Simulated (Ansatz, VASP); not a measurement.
# One calculation of Fe, two programs

```xyz
1
Lattice="2.1831 0.0000 0.0000 0.0000 2.1831 0.0000 0.0000 0.0000 2.1831" Properties=species:S:1:pos:R:3 pbc="T T T"
Fe    0.0000    0.0000    0.0000
```

Alike in both runs: task single point; functional LDA; k mesh 16 × 16 × 16; occupations fermi-dirac, width 0.1 eV; no spin polarisation.

```csv
,VASP,Ansatz
version,VASP 6.6.1,Ansatz 0.2.0
potentials or method,"VASP PAW LDA potentials, release 64 (Fe), cutoff 520 eV","plane waves (420 eV) with PAW, scalar-relativistic"
valence electrons in the cell,8,16
```

VASP gave:

* pressure (GPa): 10.2

Problem. Estimate Ansatz's values.

Solution. Pressure (GPa): 11.2.

Ansatz warns that its potentials were made for another functional, while VASP's fit it. LDA's correlation is that of Perdew and Zunger in VASP and of Perdew and Wang (1992) in Ansatz. VASP's potentials hold 8 valence electrons a cell and Ansatz's 16, so a difference there can come from the potentials and not from the codes.
